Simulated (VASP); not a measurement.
Wanted: the native input for a VASP 6.6.1 run.

| Quantity | Value |
| --- | --- |
| Task | single point |
| Functional | r2SCAN0 |
| Potentials or basis | VASP PAW PBE potentials, release 64 (Li_sv, H) |
| Cutoff | 520 eV |
| k mesh | 6 × 6 × 6 |
| Occupations | fermi-dirac, width 0.05 eV |
| Spin | no spin polarisation |
| Dipole correction | no |
| Grid for exact exchange (PRECFOCK) | Normal |
| Further INCAR settings | ALGO = Normal; EDIFF = 1e-06; NBANDS = 9 |

Crystal: LiH.

```
Li H
1.0
     0.00000    2.03675    2.03675
     2.03675    0.00000    2.03675
     2.03675    2.03675    0.00000
Li H
1 1
Direct
  0.00000 0.00000 0.00000
  0.50000 0.50000 0.50000
```

One way to write it, as run:

POSCAR

```
LiH
1.0
    0.0000000000      2.0367500000      2.0367500000
    2.0367500000      0.0000000000      2.0367500000
    2.0367500000      2.0367500000      0.0000000000
Li H
1 1
Direct
    0.0000000000      0.0000000000      0.0000000000
    0.5000000000      0.5000000000      0.5000000000
```

INCAR.step1

```
ALGO = Normal ; EDIFF = 1E-5
ENCUT = 520 ; GGA = PE
ISIF = 2 ; ISMEAR = -1
LASPH = T ; LREAL = F
LWAVE = T ; NBANDS = 9
NELM = 60 ; PREC = Accurate
SIGMA = 0.05
```

INCAR.step2

```
AEXX = 0.25 ; ALGO = Normal
EDIFF = 1E-6 ; ENCUT = 520
ISIF = 2 ; ISMEAR = -1
ISTART = 1 ; LASPH = T
LCHARG = T ; LELF = T
LHFCALC = T ; LMIXTAU = T
LREAL = F ; LVHAR = T
LWAVE = F ; METAGGA = R2SCAN
NBANDS = 9 ; NELM = 60
PREC = Accurate ; PRECFOCK = Normal
SIGMA = 0.05
```

KPOINTS

```
k-points
0
Gamma
  6 6 6
```

Potentials or basis: VASP PAW PBE potentials, release 64 (Li_sv, H).

The run is started by

```console
$ cat potpaw_PBE.64/Li_sv/POTCAR potpaw_PBE.64/H/POTCAR > POTCAR
$ cp INCAR.step1 INCAR
$ mpirun -np 1 vasp_std > vasp.out
$ cp INCAR.step2 INCAR
$ mpirun -np 1 vasp_std > vasp.out
```

It gave:

```
Band gap on the k mesh : 5.16 eV, direct
```

Caveat: the k points lie up to 0.45 Å⁻¹ apart.

Run time: 86 s on 1 thread of Intel(R) Xeon(R) 6975P-C (Granite Rapids), on a shared host, peak memory 0.14 GiB.
